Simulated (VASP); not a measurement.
Pt: relaxation of cell and atoms with PBE

The system is Pt.

```
CELL_PARAMETERS angstrom
0.00000 1.98577 1.98577
1.98577 0.00000 1.98577
1.98577 1.98577 0.00000
ATOMIC_POSITIONS crystal
Pt 0.00000 0.00000 0.00000
```

```
Program                : VASP 6.6.1
Task                   : relaxation of cell and atoms
Functional             : PBE
Potentials or basis    : VASP PAW PBE potentials, release 64 (Pt)
Cutoff                 : 600 eV
k mesh                 : 19 × 19 × 19
Occupations            : fermi-dirac, width 0.08 eV
Spin                   : no spin polarisation
Dipole correction      : no
Further INCAR settings : ALGO = Normal; EDIFF = 1e-06; IBRION = 2; EDIFFG = -0.005; NSW = 60; ISIF = 3
```

| Quantity | Value |
| --- | --- |
| Relaxed volume | 15.63 Å³/atom |
| Relaxed cell | a = 2.806 Å, b = 2.806 Å, c = 2.806 Å, α = 60.00°, β = 60.00°, γ = 60.00° |
| Space group after relaxing (to 0.1 Å) | Fm-3m (No. 225) |
| Energy gained by relaxing | 0.0 meV/atom |
| Ionic steps | 3 |
| Pressure after relaxing | 0.0 GPa |
| Band gap on the k mesh | zero (bands 5 and 6 overlap by 2.07 eV) |

Final structure:
```cif
data_structure
_symmetry_space_group_name_H-M 'P 1'
_symmetry_Int_Tables_number 1
_cell_length_a 2.8064
_cell_length_b 2.8064
_cell_length_c 2.8064
_cell_angle_alpha 60.000
_cell_angle_beta 60.000
_cell_angle_gamma 60.000
_cell_volume 15.63
loop_
_atom_site_label
_atom_site_type_symbol
_atom_site_fract_x
_atom_site_fract_y
_atom_site_fract_z
_atom_site_occupancy
Pt1 Pt 0.00000 0.00000 0.00000 1
```

Levels at points of the mesh, in eV from the Fermi level:
| k point | band 2 | band 3 | band 4 | band 5 | band 6 | band 7 | band 8 | band 9 |
| --- | --- | --- | --- | --- | --- | --- | --- | --- |
| (0.00, 0.00, 0.00) | -3.57 | -3.57 | -3.57 | -1.54 | -1.54 | 14.74 | 19.50 | 19.50 |

It took 61 s on 1 thread of Intel Xeon 8259CL (shared host), peak memory 0.18 GiB.

Caveat: spin-orbit coupling is left out, which moves the levels of the heavy elements.
